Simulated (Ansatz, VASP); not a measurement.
# N in VASP and in Ansatz

INCAR

```
SYSTEM = N
PREC = Accurate
ENCUT = 600
EDIFF = 1E-6
ISMEAR = 0
SIGMA = 0.1
LREAL = .FALSE.
LASPH = .TRUE.
NELM = 120
ALGO = Normal
ISIF = 2
LWAVE = .FALSE.
LCHARG = .FALSE.
GGA = CA
NBANDS = 8
GGA_COMPAT = .FALSE.
```

The input KPOINTS:

```
regular mesh
0
G
  22 22 22
  0 0 0
```

The input POSCAR:

```
N
1.0
    0.0000000000      1.5326457367      1.5326457367
    1.5326457367      0.0000000000      1.5326457367
    1.5326457367      1.5326457367      0.0000000000
N
1
Direct
    0.0000000000      0.0000000000      0.0000000000
```

Input for Ansatz:

```yaml
crystal:
  lattice:
    - [0.0, 1.5326457367, 1.5326457367]
    - [1.5326457367, 0.0, 1.5326457367]
    - [1.5326457367, 1.5326457367, 0.0]
  atoms:
    - { symbol: "N", position: [0.0, 0.0, 0.0] }
basis:
  ecutwfc: 420
kpoints:
  mp_grid: { grid: [22, 22, 22] }
hamiltonian:
  xc: lda
scf:
  occupations: { method: gaussian, width: 0.1 }
output:
  forces: true
  stress: true
  eigenvalues: true
```

Alike in both runs: task single point; functional LDA; k mesh 22 × 22 × 22; occupations gaussian, width 0.1 eV; no spin polarisation.

|  | VASP | Ansatz |
| --- | --- | --- |
| version | VASP 6.6.1 | Ansatz 0.2.0 |
| potentials or method | VASP PAW LDA potentials, release 64 (N), cutoff 600 eV | scalar-relativistic, plane waves, PAW |
| valence electrons in the cell | 5 | 5 |

Ansatz gave:

```
gap on the k mesh at the Fermi level (eV) : none
pressure (GPa)                            : -4.0
```

Estimate VASP's values.

gap on the k mesh at the Fermi level (eV): none; pressure (GPa): -3.9.

LDA's correlation is that of Perdew and Zunger in VASP and of Perdew and Wang (1992) in Ansatz. A gap of «none» marks a metal or a gap that the smearing closes.
